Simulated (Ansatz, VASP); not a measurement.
One calculation of BN, two programs

File INCAR:

```
SYSTEM = BN
PREC = Accurate ; ENCUT = 520
EDIFF = 1E-7 ; ISMEAR = 0
SIGMA = 0.05 ; LREAL = .FALSE.
LASPH = .TRUE. ; NELM = 100
ALGO = Normal ; ISIF = 2
LWAVE = .FALSE. ; LCHARG = .FALSE.
GGA = PE ; NBANDS = 16
```

Contents of KPOINTS:

```
Automatic mesh
0
G
  12 12 6
  0 0 0
```

POSCAR

```
BN
1.0
    2.5545800960      0.0000000000      0.0000000000
   -1.2772900480      2.2123312591      0.0000000000
    0.0000000000      0.0000000000      4.2245145352
B N
2 2
Direct
    0.6666666667      0.3333333333      0.9998058547
    0.3333333333      0.6666666667      0.4998058547
    0.4905124718      0.3333333333      0.6784547030
    0.3333333333      0.6666666667      0.1251941453
```

Input for Ansatz:

```yaml
crystal:
  lattice:
    - [2.554580096, 0.0, 0.0]
    - [-1.277290048, 2.2123312591, 0.0]
    - [0.0, 0.0, 4.2245145352]
  atoms:
    - { symbol: B, position: [0.6666666667, 0.3333333333, 0.9998058547] }
    - { symbol: B, position: [0.3333333333, 0.6666666667, 0.4998058547] }
    - { symbol: "N", position: [0.4905124718, 0.3333333333, 0.678454703] }
    - { symbol: "N", position: [0.3333333333, 0.6666666667, 0.1251941453] }
basis:
  ecutwfc: 420
kpoints:
  mp_grid: { grid: [12, 12, 6] }
hamiltonian:
  xc: pbe
scf:
  occupations: { method: gaussian, width: 0.05 }
output:
  forces: true
  stress: true
  eigenvalues: true
```

Alike in both runs: task single point; functional PBE; k mesh 12 × 12 × 6; occupations gaussian, width 0.05 eV; no spin polarisation.

```csv
,VASP,Ansatz
version,VASP 6.6.1,Ansatz 0.2.0
potentials or method,"VASP PAW PBE potentials, release 64 (B, N), cutoff 520 eV","scalar-relativistic, plane waves, PAW"
valence electrons in the cell,16,16
```

|  | VASP | Ansatz | Ansatz less VASP |
| --- | --- | --- | --- |
| gap on the k mesh at the Fermi level (eV) | 2.13 | 2.14 | +0.011 |
| least direct gap on the mesh (eV) | 4.38 | 4.38 | +0.004 |
| pressure (GPa) | 25.2 | 25.1 | -0.12 |
| traceless stress, the component that is largest in VASP (GPa) | -9.17 | -9.08 | +0.082 |
| rms of the force components (eV/Å) | 3.143 | 3.140 | -0.0021 |

Atom by atom the forces differ by 0.005 eV/Å (rms over components). The functional is the same, so the differences come from potentials, cutoffs and numerics.
